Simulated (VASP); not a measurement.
Here is a VASP 6.6.1 calculation.

Contents of INCAR:

```
SYSTEM = TaSi2
PREC     = Accurate       ! precision mode
ENCUT    = 500            ! plane-wave cutoff, eV
EDIFF    = 1E-6           ! SCF threshold, eV
ISMEAR   = 0              ! smearing method
SIGMA    = 0.1            ! smearing width, eV
LREAL    = .False.        ! projectors in reciprocal space
LASPH    = .True.         ! aspherical terms in the spheres
NELM     = 120            ! most SCF steps
ALGO     = Normal         ! electronic algorithm
ISIF     = 2              ! what is computed and relaxed
LWAVE    = .False.        ! write WAVECAR
LCHARG   = .True.         ! write CHGCAR
GGA      = PE             ! functional
LELF     = .True.         ! ELF
LVHAR    = .True.       
ISYM     = 0            
NBANDS   = 38             ! bands
GGA_COMPAT= .False.
```

KPOINTS

```
Automatic mesh
0
Gamma
  7 6 8
  0 0 0
```

The input POSCAR:

```
TaSi2
1.0
    4.8056401702      0.0000000000      0.0000000000
    0.0000000000      6.5971690318      0.0000000000
    2.4028200851      0.0000000000      4.1618064688
Ta Si
3 6
Direct
    0.0000000000      0.0000000000      0.5000000000
    0.5000000000      0.3333333333      0.5000000000
    0.5000000000      0.6666666667      0.0000000000
    0.6821708903      0.0000000000      0.1589145548
    0.8410854452      0.3333333333      0.8410854452
    0.1589145548      0.6666666667      0.6821708903
    0.3178291097      0.0000000000      0.8410854452
    0.1589145548      0.3333333333      0.1589145548
    0.8410854452      0.6666666667      0.3178291097
```

Potentials or basis: VASP PAW PBE potentials, release 64 (Ta_pv, Si).

Command:

```sh
$ cat potpaw_PBE.64/Ta_pv/POTCAR potpaw_PBE.64/Si/POTCAR > POTCAR
$ mpirun -np 1 vasp_std > vasp.out
```

What does it give for the pressure?

0.1 GPa.

Estimate the largest force.

0.012 eV/Å.

Estimate the band gap on the k mesh.

zero (an odd number of electrons rules out a gap without spin polarisation).

Stress tensor (GPa, compression positive):
```
-0.06  0.00  0.02
 0.00  0.14  0.00
 0.02  0.00  0.17
```

Caveat: spin-orbit coupling is left out, which moves the levels of the heavy elements.
